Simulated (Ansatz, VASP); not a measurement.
**One calculation of AlGa3N4, two programs**

INCAR

```
ALGO = Normal
EDIFF = 1E-6
ENCUT = 520
GGA = CA
ISIF = 2
ISMEAR = 0
LASPH = T
LCHARG = T
LELF = T
LREAL = F
LVHAR = T
LWAVE = F
NBANDS = 41
NELM = 100
PREC = Accurate
SIGMA = 0.05
```

The input KPOINTS:

```
k-points
0
Gamma
  6 6 6
```

The input POSCAR:

```
AlGa3N4
1.0
    4.2939496006      0.0515716627      0.0515716627
    0.0515716627      4.2939496006      0.0515716627
    0.0515716627      0.0515716627      4.2939496006
Al Ga N
1 3 4
Direct
    0.0000000000      0.0000000000      0.0000000000
    0.5000000000      0.5000000000      0.0000000000
    0.5000000000      0.0000000000      0.5000000000
    0.0000000000      0.5000000000      0.5000000000
    0.7548078379      0.7548078379      0.2451921621
    0.7548078379      0.2451921621      0.7548078379
    0.2451921621      0.7548078379      0.7548078379
    0.2451921621      0.2451921621      0.2451921621
```

Input for Ansatz:

```yaml
crystal:
  lattice:
    - [4.2939496006, 0.0515716627, 0.0515716627]
    - [0.0515716627, 4.2939496006, 0.0515716627]
    - [0.0515716627, 0.0515716627, 4.2939496006]
  atoms:
    - { symbol: Al, position: [0.0, 0.0, 0.0] }
    - { symbol: Ga, position: [0.5, 0.5, 0.0] }
    - { symbol: Ga, position: [0.5, 0.0, 0.5] }
    - { symbol: Ga, position: [0.0, 0.5, 0.5] }
    - { symbol: "N", position: [0.7548078379, 0.7548078379, 0.2451921621] }
    - { symbol: "N", position: [0.7548078379, 0.2451921621, 0.7548078379] }
    - { symbol: "N", position: [0.2451921621, 0.7548078379, 0.7548078379] }
    - { symbol: "N", position: [0.2451921621, 0.2451921621, 0.2451921621] }
basis:
  ecutwfc: 520.0
kpoints:
  mp_grid: { grid: [6, 6, 6] }
hamiltonian:
  xc: lda
  pseudopotentials: { kind: paw, azcp: { folder: soft_1 } }
scf:
  occupations: { method: gaussian, width: 0.05 }
output:
  forces: true
  stress: true
  eigenvalues: true
```

Change from the starting cell: equal engineering shear yz, xz and xy +0.0233, equal normal strain along x, y and z -0.0300.

Alike in both runs: task single point; functional LDA; k mesh 6 × 6 × 6; occupations gaussian, width 0.05 eV; no spin polarisation.

|  | VASP | Ansatz |
| --- | --- | --- |
| version | VASP 6.6.1 | Ansatz 0.2.0 |
| potentials or method | VASP PAW LDA potentials, release 64 (Al, Ga_d, N), cutoff 520 eV | scalar-relativistic, plane waves, PAW |
| valence electrons in the cell | 62 | 62 |

|  | VASP | Ansatz | Ansatz less VASP |
| --- | --- | --- | --- |
| gap on the k mesh at the Fermi level (eV) | 3.12 | 3.11 | -0.007 |
| least direct gap on the mesh (eV) | 3.12 | 3.11 | -0.007 |
| pressure (GPa) | 24.7 | 23.2 | -1.45 |
| traceless stress, the component that is largest in VASP (GPa) | -6.55 | -6.46 | +0.098 |
| rms of the force components (eV/Å) | 0.335 | 0.323 | -0.0122 |

Ansatz warns that its potentials were made for another functional, while VASP's fit it. LDA's correlation is that of Perdew and Zunger in VASP and of Perdew and Wang (1992) in Ansatz. Atom by atom the forces differ by 0.017 eV/Å (rms over components).
